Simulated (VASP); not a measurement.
## Zn: relaxation of cell and atoms with PBEsol

Crystal: Zn.

```
Zn
1.0
     0.00000    1.91987    1.91987
     1.91987    0.00000    1.91987
     1.91987    1.91987    0.00000
Zn
1
Direct
  0.00000 0.00000 0.00000
```

```
Program                : VASP 6.6.1
Task                   : relaxation of cell and atoms
Functional             : PBEsol
Potentials or basis    : VASP PAW PBE potentials, release 64 (Zn)
Cutoff                 : 500 eV
k mesh                 : 18 × 18 × 18
Occupations            : fermi-dirac, width 0.08 eV
Spin                   : no spin polarisation
Dipole correction      : no
Further INCAR settings : ALGO = Normal; EDIFF = 1e-07; IBRION = 2; EDIFFG = -0.005; NSW = 60; ISIF = 3
```

```json
{"Relaxed volume": "14.21 Å³/atom", "Relaxed cell": "a = 2.719 Å, b = 2.719 Å, c = 2.719 Å, α = 60.00°, β = 60.00°, γ = 60.00°", "Space group after relaxing (to 0.05 Å)": "Fm-3m (No. 225)", "Energy gained by relaxing": "0.1 meV/atom", "Ionic steps": "2", "Pressure after relaxing": "0.0 GPa", "Band gap on the k mesh": "zero (band 6 reaches 5.11 eV, above the bottom of band 7 at 2.11 eV)"}
```

Final structure:
```
Zn
1.0
     0.00000    1.92266    1.92266
     1.92266    0.00000    1.92266
     1.92266    1.92266    0.00000
Zn
1
Direct
  0.00000 0.00000 0.00000
```

Levels at points of the mesh, in eV from the Fermi level:
| k point | band 4 | band 5 | band 6 | band 7 | band 8 | band 9 |
| --- | --- | --- | --- | --- | --- | --- |
| (0.00, 0.00, 0.00) | -7.72 | -7.29 | -7.29 | 19.21 | 19.21 | 19.21 |
| (0.50, 0.00, 0.00) | -6.97 | -6.97 | -3.15 | -1.22 | 16.05 | 16.05 |
| (0.50, 0.50, 0.00) | -6.89 | -6.89 | -1.13 | 2.02 | 8.79 | 8.79 |

It took 28 s on 1 thread of AMD EPYC 7R43 64-Core Processor (Zen 3) (shared host), peak memory 0.11 GiB.

Caveat: the PAW data sets were made with another functional, which shifts forces and pressure a little.
